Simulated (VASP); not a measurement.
# Mg32HO32 (a cell with a defect): single point with PBEsol

System: Mg32HO32 (a cell with a defect).

```
O Mg H
1.0
     8.42881    0.00000    0.00000
     0.00000    8.42881    0.00000
     0.00000    0.00000    8.42881
O Mg H
32 32 1
Direct
  0.24987 0.99908 0.99916
  0.24987 0.99999 0.50027
  0.24988 0.50020 0.00007
  0.24254 0.50752 0.50760
  0.74999 0.00010 0.00017
  0.75099 0.99909 0.50024
  0.75101 0.50018 0.99916
  0.75007 0.50020 0.50025
  0.99902 0.24994 0.99917
  0.99991 0.24994 0.50026
  0.00003 0.75006 0.00017
  0.99901 0.75107 0.50025
  0.50013 0.24994 0.00007
  0.50741 0.24264 0.50755
  0.50011 0.75106 0.99916
  0.50013 0.75015 0.50027
  0.99902 0.99909 0.25001
  0.00002 0.00010 0.75013
  0.99993 0.50021 0.25001
  0.99901 0.50017 0.75113
  0.50013 0.99999 0.25001
  0.50011 0.99908 0.75114
  0.50743 0.50750 0.24272
  0.50013 0.50019 0.75021
  0.24252 0.24258 0.24266
  0.24987 0.24994 0.75021
  0.24988 0.75013 0.25002
  0.24989 0.75107 0.75115
  0.75006 0.24995 0.25001
  0.75100 0.24996 0.75115
  0.75102 0.75109 0.25003
  0.74999 0.75005 0.75013
  0.99982 0.99989 0.99996
  0.99938 0.99945 0.50016
  0.99940 0.50008 0.99952
  0.99852 0.50104 0.50111
  0.50002 0.99945 0.99952
  0.50097 0.99860 0.50111
  0.50098 0.50104 0.99868
  0.50293 0.50299 0.50305
  0.24905 0.24911 0.99865
  0.24708 0.24715 0.50305
  0.25000 0.75067 0.99954
  0.24903 0.75155 0.50111
  0.75060 0.25007 0.99953
  0.75146 0.24910 0.50110
  0.75016 0.75022 0.99998
  0.75062 0.75070 0.50015
  0.24905 0.99858 0.24919
  0.24999 0.99946 0.75075
  0.24710 0.50298 0.24723
  0.24903 0.50103 0.75161
  0.75061 0.99948 0.25013
  0.75015 0.99991 0.75029
  0.75147 0.50104 0.24915
  0.75062 0.50009 0.75076
  0.99851 0.24912 0.24919
  0.99939 0.25006 0.75075
  0.99941 0.75068 0.25014
  0.99984 0.75023 0.75030
  0.50290 0.24716 0.24724
  0.50095 0.24910 0.75160
  0.50098 0.75154 0.24916
  0.50002 0.75069 0.75076
  0.37500 0.37510 0.37519
```

```json
{
 "Program": "VASP 6.6.1",
 "Task": "single point",
 "Functional": "PBEsol",
 "Potentials or basis": "VASP PAW PBE potentials, release 64 (O, Mg, H)",
 "Cutoff": "520 eV",
 "k mesh": "1 × 1 × 1, shifted",
 "Occupations": "fermi-dirac, width 0.05 eV",
 "Spin": "collinear spin",
 "Dipole correction": "no",
 "Further INCAR settings": "LREAL = Auto; ALGO = Normal; EDIFF = 1e-06; NBANDS = 170; ISYM = -1"
}
```

- Pressure: 1.0 GPa
- Largest force: 0.012 eV/Å
- Band gap on the k mesh: 1.25 eV
- Net moment: 1.00 μB per cell
- Site moments: O +0.00, -0.00, +0.10, +0.11 (each value once); Mg -0.00, +0.00 (each value once); H +0.27 μB
- Valence electrons inside the program's atomic spheres: O 5.08, 5.06 (each value once); Mg 0.41, 0.42 (each value once); H 0.55

Forces on the atoms (eV/Å):
```
O    0.000 -0.003 -0.003
O    0.002 -0.001 -0.003
O    0.002 -0.003 -0.003
O    0.008 -0.006 -0.007
O    0.000  0.000 -0.002
O    0.005 -0.004  0.003
O    0.004  0.001 -0.004
O    0.001 -0.003 -0.002
O   -0.005  0.001 -0.003
O    0.000  0.001 -0.002
O    0.000 -0.001 -0.001
O   -0.005  0.005  0.002
O   -0.002  0.001 -0.003
O   -0.002  0.004 -0.002
O    0.000  0.006 -0.004
O   -0.002  0.001 -0.003
O   -0.005 -0.003  0.000
O    0.001  0.000 -0.001
O   -0.001 -0.003  0.000
O   -0.004  0.001  0.007
O   -0.002 -0.001  0.001
O    0.000 -0.003  0.005
O   -0.003 -0.004  0.003
O   -0.002 -0.002  0.001
O   -0.001 -0.001 -0.002
O    0.001  0.001  0.000
O    0.001  0.001  0.000
O    0.001  0.006  0.006
O    0.002  0.001  0.000
O    0.004  0.001  0.005
O    0.004  0.005  0.000
O    0.000 -0.001 -0.001
Mg   0.001  0.001  0.001
Mg  -0.002 -0.001  0.000
Mg  -0.002  0.001  0.000
Mg   0.002  0.000 -0.001
Mg   0.000 -0.001  0.001
Mg   0.000  0.001 -0.001
Mg  -0.001 -0.001  0.001
Mg  -0.003 -0.001 -0.001
Mg   0.001  0.001  0.001
Mg   0.002  0.003  0.000
Mg   0.000  0.001  0.000
Mg   0.001 -0.003 -0.002
Mg   0.001  0.000  0.001
Mg  -0.002  0.001 -0.002
Mg  -0.001  0.000  0.001
Mg   0.001  0.001  0.001
Mg   0.001  0.000  0.002
Mg   0.000 -0.001  0.001
Mg   0.001  0.000  0.004
Mg   0.001 -0.001 -0.002
Mg   0.000 -0.001  0.001
Mg   0.000  0.000  0.000
Mg  -0.001 -0.002  0.003
Mg   0.001  0.001  0.001
Mg   0.000  0.002  0.002
Mg   0.000  0.001  0.000
Mg  -0.001  0.000  0.001
Mg   0.001 -0.001 -0.002
Mg   0.000  0.002  0.002
Mg  -0.001  0.001 -0.001
Mg  -0.002 -0.001  0.003
Mg   0.000  0.000  0.000
H   -0.001  0.000  0.000
```

Stress tensor (GPa, compression positive):
```
 1.01 -0.19 -0.19
-0.19  1.01 -0.19
-0.19 -0.19  1.01
```

Levels at points of the mesh, in eV from the valence-band top:
Spin up:
```tsv
k point	band 125	band 126	band 127	band 128	band 129	band 130	band 131	band 132	band 133	band 134
(0.25, 0.25, 0.25)	-2.83	-2.82	-2.51	-2.51	0.00	3.27	4.74	4.74	4.89	5.29
```
Spin down:
| k point | band 126 | band 127 | band 128 | band 129 | band 130 | band 131 |
| --- | --- | --- | --- | --- | --- | --- |
| (0.25, 0.25, 0.25) | -2.80 | -2.49 | -2.49 | 1.25 | 3.31 | 4.75 |

Run time: 16 min on 1 thread of Intel Xeon 8259CL (shared host), peak memory 0.83 GiB.

Caveat: the PAW data sets were made with another functional, which shifts forces and pressure a little.
